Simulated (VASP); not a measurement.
# BaZrS3 (Pnma) in VASP: notebook

BaZrS3 is run at these levels: PBE+D3(BJ), PBEsol; tasks: relaxation of cell and atoms.

All numbers are computed with VASP 6.6.1; they aren't measurements. Logs are shortened: lines on timing, memory, paths and dates and some standing lists are left out, and cuts for length are marked.

## Step 1: The cell of the first run

It takes space group Pnma (No. 62, orthorhombic). The conventional cell has a = 7.134 Å, b = 10.042 Å, c = 7.064 Å, α = 90.00°, β = 90.00°, γ = 90.00°. Ba (site symmetry m) has 12 S at 3.18 to 4.23 Å and 6 Zr at 4.12 to 4.39 Å within 4.4 Å. Within 3.4 Å of Zr (site symmetry -1) lie 6 S at 2.55 to 2.56 Å. S (site symmetry m) has 2 Zr at 2.55 Å and 2 Ba at 3.18 to 3.26 Å within 3.4 Å. Within 3.7 Å of S (site symmetry 1) lie 2 Zr at 2.55 to 2.56 Å and 3 Ba at 3.20 to 3.46 Å and 8 S at 3.59 to 3.63 Å.

## Step 2: Relaxation of cell and atoms, PBE+D3(BJ)

File INCAR:

```
PREC = Accurate
ENCUT = 600
EDIFF = 1E-6
ISMEAR = 0
SIGMA = 0.03
LREAL = False
LASPH = True
NELM = 80
ALGO = Normal
ISIF = 3
LWAVE = False
LCHARG = False
GGA = PE
IVDW = 12
IBRION = 2
NSW = 90
EDIFFG = -0.01
KPAR = 4
```

File KPOINTS:

```
regular mesh
0
Gamma
  4 4 4
```

File POSCAR:

```
BaZrS3
1.0
    7.1344888100      0.0000000000      0.0000000000
    0.0000000000     10.0418237600      0.0000000000
    0.0000000000      0.0000000000      7.0635613000
Ba Zr S
4 4 12
Direct
    0.0430272500      0.2500000000      0.0087500800
    0.4569727500      0.7500000000      0.5087500800
    0.5430272500      0.2500000000      0.4912499200
    0.9569727500      0.7500000000      0.9912499200
    0.0000000000      0.0000000000      0.5000000000
    0.5000000000      0.0000000000      0.0000000000
    0.5000000000      0.5000000000      0.0000000000
    0.0000000000      0.5000000000      0.5000000000
    0.9941581600      0.2500000000      0.5608972600
    0.5058418400      0.7500000000      0.0608972600
    0.4941581600      0.2500000000      0.9391027400
    0.0058418400      0.7500000000      0.4391027400
    0.2132557900      0.9681785700      0.7866180500
    0.2867442100      0.0318214300      0.2866180500
    0.7132557900      0.5318214300      0.7133819500
    0.7867442100      0.4681785700      0.2133819500
    0.7867442100      0.0318214300      0.2133819500
    0.7132557900      0.9681785700      0.7133819500
    0.2867442100      0.4681785700      0.2866180500
    0.2132557900      0.5318214300      0.7866180500
```

Potentials or basis: VASP PAW PBE potentials, release 64 (Ba_sv, Zr_sv, S).

Command:

```
$ cat potpaw_PBE.64/Ba_sv/POTCAR potpaw_PBE.64/Zr_sv/POTCAR potpaw_PBE.64/S/POTCAR > POTCAR
$ mpirun -np 4 vasp_std > vasp.out
```

OUTCAR:

```text
PREC = Accurate
   ENCUT = 600
   EDIFF = 1E-6
   ISMEAR = 0
   LREAL = False
   LASPH = True
   NELM = 80
   ISIF = 3
   GGA = PE
   IVDW = 12
   IBRION = 2
   NSW = 90
   EDIFFG = -0.01
 IVDW          = 12

 ion  position               nearest neighbor table
   1  0.043  0.250  0.009-   9 3.18  16 3.20  17 3.20  11 3.26  14 3.42  19 3.42  13 3.46  20 3.46
                             6 4.12   7 4.12   5 4.29   8 4.29
   2  0.457  0.750  0.509-  10 3.18  15 3.20  18 3.20  12 3.26  13 3.42  20 3.42  19 3.46  14 3.46
                             5 4.12   8 4.12   7 4.29   6 4.29
   3  0.543  0.250  0.491-  11 3.18  14 3.20  19 3.20   9 3.26  17 3.42  16 3.42  18 3.46  15 3.46
                             5 4.12   8 4.12   7 4.29   6 4.29
   4  0.957  0.750  0.991-  12 3.18  13 3.20  20 3.20  10 3.26  18 3.42  15 3.42  16 3.46  17 3.46
                             6 4.12   7 4.12   5 4.29   8 4.29
   5  0.000  0.000  0.500-   9 2.55  12 2.55  13 2.55  17 2.55  14 2.56  18 2.56   2 4.12   3 4.12
                             1 4.29   4 4.29
   6  0.500  0.000  0.000-  10 2.55  11 2.55  14 2.55  18 2.55  17 2.56  13 2.56   1 4.12   4 4.12
                             3 4.29   2 4.29
   7  0.500  0.500  0.000-  10 2.55  11 2.55  15 2.55  19 2.55  16 2.56  20 2.56   1 4.12   4 4.12
                             3 4.29   2 4.29
   8  0.000  0.500  0.500-   9 2.55  12 2.55  16 2.55  20 2.55  19 2.56  15 2.56   2 4.12   3 4.12
                             1 4.29   4 4.29
   9  0.994  0.250  0.561-   5 2.55   8 2.55   1 3.18   3 3.26
  10  0.506  0.750  0.061-   6 2.55   7 2.55   2 3.18   4 3.26
  11  0.494  0.250  0.939-   6 2.55   7 2.55   3 3.18   1 3.26
  12  0.006  0.750  0.439-   5 2.55   8 2.55   4 3.18   2 3.26
  13  0.213  0.968  0.787-   5 2.55   6 2.56   4 3.20   2 3.42   1 3.46
  14  0.287  0.032  0.287-   6 2.55   5 2.56   3 3.20   1 3.42   2 3.46
  15  0.713  0.532  0.713-   7 2.55   8 2.56   2 3.20   4 3.42   3 3.46
  16  0.787  0.468  0.213-   8 2.55   7 2.56   1 3.20   3 3.42   4 3.46
  17  0.787  0.032  0.213-   5 2.55   6 2.56   1 3.20   3 3.42   4 3.46
  18  0.713  0.968  0.713-   6 2.55   5 2.56   2 3.20   4 3.42   3 3.46
  19  0.287  0.468  0.287-   7 2.55   8 2.56   3 3.20   1 3.42   2 3.46
  20  0.213  0.532  0.787-   8 2.55   7 2.56   4 3.20   2 3.42   1 3.46

  LATTYP: Found a simple orthorhombic cell.
 ALAT       =     7.0635613000
 B/A-ratio  =     1.0100413243
 C/A-ratio  =     1.4216375187

  Lattice vectors:

 A1 = (   0.0000000000,   0.0000000000,   7.0635613000)
 A2 = (   7.1344888100,   0.0000000000,   0.0000000000)
 A3 = (   0.0000000000,  10.0418237600,   0.0000000000)

Analysis of symmetry for initial positions (statically):
=====================================================================
 Subroutine PRICEL returns:
 Original cell was already a primitive cell.

 Routine SETGRP: Setting up the symmetry group for a
 simple orthorhombic supercell.

 Subroutine GETGRP returns: Found  8 space group operations
 (whereof  2 operations were pure point group operations)
 out of a pool of  8 trial point group operations.

The static configuration has the point symmetry S_2 .
 The point group associated with its full space group is D_2h.

Analysis of symmetry for dynamics (positions and initial velocities):
=====================================================================
 Subroutine PRICEL returns:
 Original cell was already a primitive cell.

 Routine SETGRP: Setting up the symmetry group for a
 simple orthorhombic supercell.

 Subroutine GETGRP returns: Found  8 space group operations
 (whereof  2 operations were pure point group operations)
 out of a pool of  8 trial point group operations.

The dynamic configuration has the point symmetry S_2 .
 The point group associated with its full space group is D_2h.

 Subroutine INISYM returns: Found  8 space group operations
 (whereof  2 operations are pure point group operations),
 and found     1 'primitive' translations

----------------------------------------------------------------------------------------

                                     Primitive cell

  volume of cell :     506.0567

  direct lattice vectors                    reciprocal lattice vectors
     7.134488810  0.000000000  0.000000000     0.140164212  0.000000000  0.000000000
     0.000000000 10.041823760  0.000000000     0.000000000  0.099583504  0.000000000
     0.000000000  0.000000000  7.063561300     0.000000000  0.000000000  0.141571646

  length of vectors
     7.134488810 10.041823760  7.063561300     0.140164212  0.099583504  0.141571646

  position of ions in fractional coordinates (direct lattice)
     0.043027250  0.250000000  0.008750080
     0.456972750  0.750000000  0.508750080
     0.543027250  0.250000000  0.491249920
     0.956972750  0.750000000  0.991249920
     0.000000000  0.000000000  0.500000000
     0.500000000  0.000000000  0.000000000
[... 12 lines left out ...]
     0.286744210  0.468178570  0.286618050
     0.213255790  0.531821430  0.786618050

  ion indices of the primitive-cell ions
   primitive index   ion index
                 1           1
                 2           2
                 3           3
                 4           4
                 5           5
                 6           6
[... 12 lines left out ...]
                19          19
                20          20

----------------------------------------------------------------------------------------

 KPOINTS: regular mesh

Automatic generation of k-mesh.
 Grid dimensions read from file:
 generate k-points for:    4    4    4

 Generating k-lattice:

  Cartesian coordinates                     Fractional coordinates (reciprocal lattice)
     0.035041053  0.000000000  0.000000000     0.250000000  0.000000000  0.000000000
     0.000000000  0.024895876  0.000000000     0.000000000  0.250000000  0.000000000
     0.000000000  0.000000000  0.035392912     0.000000000  0.000000000  0.250000000

  Length of vectors
     0.035041053  0.024895876  0.035392912

  Shift w.r.t. Gamma in fractional coordinates (k-lattice)
     0.000000000  0.000000000  0.000000000

 Subroutine IBZKPT returns following result:
 ===========================================

 Found     27 irreducible k-points:

 Following reciprocal coordinates:
            Coordinates               Weight
  0.000000  0.000000  0.000000      1.000000
  0.250000  0.000000  0.000000      2.000000
  0.500000  0.000000  0.000000      1.000000
  0.000000  0.250000  0.000000      2.000000
  0.250000  0.250000  0.000000      4.000000
  0.500000  0.250000  0.000000      2.000000
[... 16 lines left out ...]
  0.250000  0.250000  0.500000      4.000000
  0.500000  0.250000  0.500000      2.000000
 [... further k-points ...]
   k-points           NKPTS =     27   k-points in BZ     NKDIM =     27   number of bands    NBANDS=     96
   number of dos      NEDOS =    301   number of ions     NIONS =     20
   total plane-waves  NPLWV = 268800
   dimension x,y,z NGX =    60 NGY =   80 NGZ =   56
   dimension x,y,z NGXF=   120 NGYF=  160 NGZF=  112
   ions per type =               4   4  12
   NGX,Y,Z   is equivalent  to a cutoff of  13.98, 13.24, 13.18 a.u.
   NGXF,Y,Z  is equivalent  to a cutoff of  27.96, 26.49, 26.36 a.u.
 SYSTEM =  unknown system
   PREC   = accura    normal or accurate (medium, high low for compatibility)
   ISTART =      0    job   : 0-new  1-cont  2-samecut
   ICHARG =      2    charge: 1-file 2-atom 10-const
   ISPIN  =      1    spin polarized calculation?
   LNONCOLLINEAR =      F non collinear calculations
   LSORBIT =      F    spin-orbit coupling
   LASPH  =      T    aspherical Exc in radial PAW
   ENCUT  =  600.0 eV  44.10 Ry    6.64 a.u.  14.25 20.06 14.11*2*pi/ulx,y,z
   NELM   =     80;   NELMIN=  2; NELMDL= -5     # of ELM steps
   EDIFF  = 0.1E-05   stopping-criterion for ELM
   LREAL  =      F    real-space projection
   EDIFFG = -.1E-01   stopping-criterion for IOM
   NSW    =     90    number of steps for IOM
   IBRION =      2    ionic relax: 0-MD 1-quasi-New 2-CG
   NFREE  =      1    steps in history (QN), initial steepest desc. (CG)
   ISIF   =      3    stress and relaxation
   ISYM   =      2    0-nonsym 1-usesym 2-fastsym
   POTIM  = 0.5000    time-step for ionic-motion
   TEBEG  =    0.0;   TEEND  =   0.0 temperature during run
   PSTRESS=    0.0 pullay stress
   NELECT =     160.0000    total number of electrons
   NUPDOWN=      -1.0000    fix difference up-down
   EMIN   =  10.00;   EMAX   =-10.00  energy-range for DOS
   EFERMI =   0.00;   METHOD = LEGACY
   ISMEAR =     0;   SIGMA  =   0.03  broadening in eV -4-tet -1-fermi 0-gaus
   EFERMI_NEDOS =   21; number of points for ismear=-14 and -15
   IALGO  =     38    algorithm
   IMIX   =      4    mixing-type and parameters
     AMIX     =   0.40;   BMIX     =  1.00
     AMIX_MAG =   1.60;   BMIX_MAG =  1.00
  volume/ion in A,a.u.               =      25.30       170.75
  Fermi-wavevector in a.u.,A,eV,Ry     =   1.115274  2.107563 16.923432  1.243837
  Thomas-Fermi vector in A             =   2.251878
   LORBIT       =      0    0 simple, 1 ext, 2 COOP (PROOUT), +10 PAW based schemes
   GGA     = PE    functional components
   LHFCALC =     F    Hartree Fock is set to
   AEXX    =    0.0000 exact exchange contribution
   IVDW    =    12    specifies the selected vdW correction
   LEPSILON=     F    determine dielectric tensor
   LRPA    =     F    only Hartree local field effects (RPA)
 conjugate gradient relaxation of ions
 non-spin polarized calculation
 Gauss-broadening in eV      SIGMA  =   0.03
  energy-cutoff  :      600.00
  volume of cell :      506.06
 maximum number of plane-waves:     16936
 NGX is ok and might be reduce to    60
   NGX = 29   NGY = 41   NGZ = 29

--------------------------------------- Ionic step        1  -------------------------------------------

 number of electron     159.9999995 magnetization

 Free energy of the ion-electron system (eV)
  ---------------------------------------------------
  ext. energy  EPLUGINS =         0.00000000
  ---------------------------------------------------
  free energy    TOTEN  =      -127.86566629 eV

  energy without entropy =     -127.86566629  energy(sigma->0) =     -127.86566629

------------------------ aborting loop because EDIFF is reached ----------------------------------------

 Edisp (eV)   -6.69388

 E8    (eV) :    -3.0565

  FORCE on cell =-STRESS in cart. coord.  units (eV):
  Direction    XX          YY          ZZ          XY          YZ          ZX
  --------------------------------------------------------------------------------------
  -------------------------------------------------------------------------------------
  Total      -5.75926    -5.79876    -5.82642     0.00000     0.00000    -0.00000
  in kB     -18.23383   -18.35890   -18.44648     0.00000     0.00000    -0.00000
  external pressure =      -18.35 kB  Pullay stress =        0.00 kB
[... 151 lines left out ...]
  FREE ENERGIE OF THE ION-ELECTRON SYSTEM (eV)
  ---------------------------------------------------
  free  energy   TOTEN  =      -134.6321545529 eV

  energy  without entropy=     -134.6321545529  energy(sigma->0) =     -134.63215455

[... ionic steps 4 to 15 ...]

--------------------------------------- Ionic step       16  -------------------------------------------

 number of electron     160.0000002 magnetization

------------------------ aborting loop because EDIFF is reached ----------------------------------------

 Edisp (eV)   -6.87036

 E8    (eV) :    -3.1347
[... 105 lines left out ...]
  energy  without entropy=     -134.6411044949  energy(sigma->0) =     -134.64110449

--------------------------------------- Ionic step       18  -------------------------------------------

 number of electron     160.0000002 magnetization

 Free energy of the ion-electron system (eV)
  ---------------------------------------------------
  ext. energy  EPLUGINS =         0.00000000
  ---------------------------------------------------
  free energy    TOTEN  =      -127.76578861 eV

  energy without entropy =     -127.76578861  energy(sigma->0) =     -127.76578861

 E-fermi :   4.0797     XC(G=0):  -9.5544

 val. band max:        3.8700470926   @ k =   0.0000   0.0000   0.0000
 cond. band min:       4.8825272095   @ k =   0.0000   0.0000   0.0000
 fundamental gap:      1.0124801169
 Fermi energy:         4.0797438770

 k-point     1 :       0.0000    0.0000    0.0000
  band No.  band energies     occupation
      1     -44.9589      2.00000
      2     -44.9586      2.00000
      3     -44.9584      2.00000
      4     -44.9582      2.00000
      5     -23.0222      2.00000
      6     -23.0187      2.00000
[... 2269 lines left out ...]
     91       7.1544      0.00000
     92       7.1544      0.00000

 [... further k-points ...]

 [bands above 92 left out]

------------------------ aborting loop because EDIFF is reached ----------------------------------------

 Edisp (eV)   -6.87543

 E8    (eV) :    -3.1369

  FORCE on cell =-STRESS in cart. coord.  units (eV):
  Direction    XX          YY          ZZ          XY          YZ          ZX
  --------------------------------------------------------------------------------------
  -------------------------------------------------------------------------------------
  Total       0.11930     0.17846     0.11480     0.00000     0.00000     0.00000
  in kB       0.38791     0.58024     0.37327     0.00000     0.00000     0.00000
  external pressure =        0.45 kB  Pullay stress =        0.00 kB
[... 35 lines left out ...]
  FREE ENERGIE OF THE ION-ELECTRON SYSTEM (eV)
  ---------------------------------------------------
  free  energy   TOTEN  =      -134.6412166057 eV

  energy  without entropy=     -134.6412166057  energy(sigma->0) =     -134.64121661

 reached required accuracy - stopping structural energy minimisation
```

It took 88 min on 4 MPI ranks of Intel Xeon 6975P-C (Granite Rapids), shared host; peak memory 1.5 GiB.

What came out:

* Free energy: -134.6412 eV
* Relaxed volume: 24.64 Å³/atom
* Relaxed cell: a = 7.083 Å, b = 9.953 Å, c = 6.990 Å, α = 90.00°, β = 90.00°, γ = 90.00°
* Space group after relaxing (to 0.1 Å): Pnma (No. 62)
* Energy gained by relaxing: 4.1 meV/atom
* Ionic steps: 18
* Pressure after relaxing: 0.0 GPa
* Largest force after relaxing: 0.009 eV/Å
* Band gap on the k mesh: 1.01 eV
* Dispersion energy per atom: -0.344 eV

Forces in eV/Å, atoms in the order of the input:
```
Ba  -0.003  0.000  0.008
Ba   0.003  0.000  0.008
Ba  -0.003  0.000 -0.008
Ba   0.003  0.000 -0.008
Zr   0.000  0.000  0.000
Zr   0.000  0.000  0.000
Zr   0.000  0.000  0.000
Zr   0.000  0.000  0.000
S    0.001  0.000 -0.003
S   -0.001  0.000 -0.003
S    0.001  0.000  0.003
S   -0.001  0.000  0.003
S   -0.008  0.001  0.003
S    0.008 -0.001  0.003
S   -0.008 -0.001 -0.003
S    0.008  0.001 -0.003
S    0.008 -0.001 -0.003
S   -0.008  0.001 -0.003
S    0.008  0.001  0.003
S   -0.008 -0.001  0.003
```

Step by step:
```csv
step,energy change (eV),largest force (eV/Å),pressure (GPa),volume (Å³)
1,0.0000,0.0357,-1.83,506.06
2,-0.0356,0.0725,1.41,485.13
3,-0.0726,0.0464,0.00,493.68
4,-0.0726,0.0471,0.04,493.44
5,-0.0736,0.0421,0.04,493.37
6,-0.0762,0.0299,0.04,493.17
7,-0.0781,0.0368,0.05,492.77
8,-0.0792,0.0403,-0.04,493.32
9,-0.0793,0.0419,-0.08,493.56
10,-0.0800,0.0353,0.03,492.80
11,-0.0800,0.0339,0.06,492.64
12,-0.0808,0.0213,0.03,492.84
13,-0.0810,0.0203,0.02,492.95
14,-0.0810,0.0275,-0.02,493.16
15,-0.0810,0.0240,0.00,493.06
16,-0.0814,0.0114,-0.01,493.13
17,-0.0816,0.0106,-0.02,493.20
18,-0.0817,0.0085,0.04,492.77
```

Final structure:
```
CELL_PARAMETERS angstrom
7.08281 0.00000 0.00000
0.00000 9.95347 0.00000
0.00000 0.00000 6.98973
ATOMIC_POSITIONS crystal
Ba 0.04833 0.25000 0.00991
Ba 0.45167 0.75000 0.50991
Ba 0.54833 0.25000 0.49009
Ba 0.95167 0.75000 0.99009
Zr 0.00000 0.00000 0.50000
Zr 0.50000 0.00000 0.00000
Zr 0.50000 0.50000 0.00000
Zr 0.00000 0.50000 0.50000
S 0.99576 0.25000 0.56429
S 0.50424 0.75000 0.06429
S 0.49576 0.25000 0.93571
S 0.00424 0.75000 0.43571
S 0.21103 0.96630 0.78910
S 0.28897 0.03370 0.28910
S 0.71103 0.53370 0.71090
S 0.78897 0.46630 0.21090
S 0.78897 0.03370 0.21090
S 0.71103 0.96630 0.71090
S 0.28897 0.46630 0.28910
S 0.21103 0.53370 0.78910
```

Caveat: spin-orbit coupling is left out, which moves the levels of the heavy elements.

(Part 1 of 2 ends here.)
